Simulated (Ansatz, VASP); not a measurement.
# One calculation of Au, two programs

The input POSCAR:

```
Au
1.0
    0.0000000000      2.0350000000      2.0350000000
    2.0350000000      0.0000000000      2.0350000000
    2.0350000000      2.0350000000      0.0000000000
Au
1
Direct
    0.0000000000      0.0000000000      0.0000000000
```

INCAR.step1

```
PREC     = Accurate       # precision mode
ENCUT    = 520            # plane-wave cutoff, eV
EDIFF    = 1E-5           # SCF threshold, eV
ISMEAR   = -1             # smearing method
SIGMA    = 0.05           # smearing width, eV
LREAL    = F              # projectors in reciprocal space
LASPH    = T              # aspherical terms in the spheres
NELM     = 60             # most SCF steps
ALGO     = Normal         # electronic algorithm
ISIF     = 2              # what is computed and relaxed
LWAVE    = T              # write WAVECAR
LCHARG   = F              # write CHGCAR
GGA      = PE             # functional
NBANDS   = 12             # bands
```

The input INCAR.step2:

```
PREC     = Accurate       # precision mode
ENCUT    = 520            # plane-wave cutoff, eV
EDIFF    = 1E-6           # SCF threshold, eV
ISMEAR   = -1             # smearing method
SIGMA    = 0.05           # smearing width, eV
LREAL    = F              # projectors in reciprocal space
LASPH    = T              # aspherical terms in the spheres
NELM     = 60             # most SCF steps
ALGO     = Normal         # electronic algorithm
ISIF     = 2              # what is computed and relaxed
LWAVE    = F              # write WAVECAR
LCHARG   = F              # write CHGCAR
GGA      = PE             # functional
LHFCALC  = T              # exact exchange
AEXX     = 0.25           # exact-exchange fraction
PRECFOCK = Normal       
ISTART   = 1            
NBANDS   = 12             # bands
```

File KPOINTS:

```
regular mesh
0
Gamma
  6 6 6
```

File input:

```
crystal:
  lattice:
    - [0.0, 2.035, 2.035]
    - [2.035, 0.0, 2.035]
    - [2.035, 2.035, 0.0]
  atoms:
    - { symbol: Au, position: [0.0, 0.0, 0.0] }
hamiltonian:
  xc: pbe0
  pseudopotentials: { kind: paw }
kpoints:
  mp_grid: { grid: [6, 6, 6] }
scf:
  occupations: { method: fermi_dirac, width: 0.05 }
output:
  forces: true
  stress: true
  eigenvalues: true
```

Alike in both runs: task single point; functional PBE0; k mesh 6 × 6 × 6; occupations fermi-dirac, width 0.05 eV; no spin polarisation.

```csv
,VASP,Ansatz
version,VASP 6.6.1,Ansatz 0.2.0
potentials or method,"VASP PAW PBE potentials, release 64 (Au)",Ansatz PAW
plane-wave cutoff (eV),520,420
valence electrons in the cell,11,19
```

VASP gave:

| Property | Result |
| --- | --- |
| gap on the k mesh at the Fermi level (eV) | none |
| pressure (GPa) | 8.5 |

Problem. Which values does Ansatz return?

Solution. gap on the k mesh at the Fermi level (eV): none; pressure (GPa): 8.8.

A gap of «none» marks a metal or a gap that the smearing closes. VASP's potentials hold 11 valence electrons a cell and Ansatz's 19, so a difference there can come from the potentials and not from the codes.

The k mesh is coarse, so the values compare programs but aren't converged. Neither program's run includes spin-orbit coupling.
